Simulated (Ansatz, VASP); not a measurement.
AgHgF3 in VASP and in Ansatz

```
CELL_PARAMETERS angstrom
4.43359 0.00000 0.00000
0.00000 4.43359 0.00000
0.00000 0.00000 4.43359
ATOMIC_POSITIONS crystal
Ag 0.00000 0.00000 0.00000
Hg 0.50000 0.50000 0.50000
F 0.00000 0.50000 0.50000
F 0.50000 0.00000 0.50000
F 0.50000 0.50000 0.00000
```

Alike in both runs: task single point; functional r2SCAN; dispersion rVV10; k mesh 6 × 6 × 6; occupations fermi-dirac, width 0.03 eV; no spin polarisation.

```csv
,VASP,Ansatz
version,VASP 6.6.1,Ansatz 0.2.0
potentials or method,"VASP PAW PBE potentials, release 64 (Ag, Hg, F)","plane waves, PAW"
plane-wave cutoff (eV),520,500
valence electrons in the cell,44,60
```

|  | VASP | Ansatz | Ansatz less VASP |
| --- | --- | --- | --- |
| pressure (GPa) | 0.8 | 0.0 | -0.81 |

VASP's potentials were made for PBE, not for r2SCAN. VASP's potentials hold 44 valence electrons a cell and Ansatz's 60, so a difference there can come from the potentials and not from the codes.

Spin-orbit coupling is off throughout.
